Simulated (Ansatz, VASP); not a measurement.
# MgO: VASP beside Ansatz

INCAR

```
PREC = Accurate
ENCUT = 840
EDIFF = 1E-6
ISMEAR = 0
SIGMA = 0.02
LREAL = False
LASPH = True
NELM = 120
ALGO = Normal
ISIF = 2
LWAVE = False
LCHARG = False
GGA = PE
NBANDS = 15
GGA_COMPAT = False
```

The input KPOINTS:

```
regular mesh
0
Gamma
  10 10 10
```

The input POSCAR:

```
MgO
1.0
    0.0000000000      2.1076805979      2.1076805979
    2.1076805979      0.0000000000      2.1076805979
    2.1076805979      2.1076805979      0.0000000000
Mg O
1 1
Direct
    0.0000000000      0.0000000000      0.0000000000
    0.5000000000      0.5000000000      0.5000000000
```

Input for Ansatz:

```yaml
crystal:
  lattice:
    - [0.0, 2.1076805996, 2.1076805996]
    - [2.1076805996, 0.0, 2.1076805996]
    - [2.1076805996, 2.1076805996, 0.0]
  atoms:
    - { symbol: Mg, position: [0.0, 0.0, 0.0] }
    - { symbol: O, position: [0.5, 0.5, 0.5] }
basis:
  ecutwfc: 420
kpoints:
  mp_grid: { grid: [10, 10, 10] }
  band_path:
    path:
      - [[0.0, 0.0, 0.0], [0.5, 0.0, 0.5], [0.625, 0.25, 0.625]]
      - [[0.375, 0.375, 0.75], [0.0, 0.0, 0.0], [0.5, 0.5, 0.5], [0.5, 0.25, 0.75], [0.5, 0.0, 0.5]]
    npoints: 12
hamiltonian:
  xc: pbe
scf:
  occupations: { method: gaussian, width: 0.02 }
  n_extra_bands: 6
output:
  forces: true
  stress: true
  eigenvalues: true
```

Alike in both runs: task single point; functional PBE; k mesh 10 × 10 × 10; occupations gaussian, width 0.02 eV; no spin polarisation.

```csv
,VASP,Ansatz
version,VASP 6.6.1,Ansatz 0.2.0
potentials or method,"VASP PAW PBE potentials, release 64 (Mg_sv, O), cutoff 840 eV","scalar-relativistic, plane waves, PAW"
valence electrons in the cell,16,16
```

```csv
,VASP,Ansatz,Ansatz less VASP
gap on the k mesh at the Fermi level (eV),4.72,4.72,+0.003
least direct gap on the mesh (eV),4.72,4.72,+0.003
pressure (GPa),4.4,4.3,-0.09
```
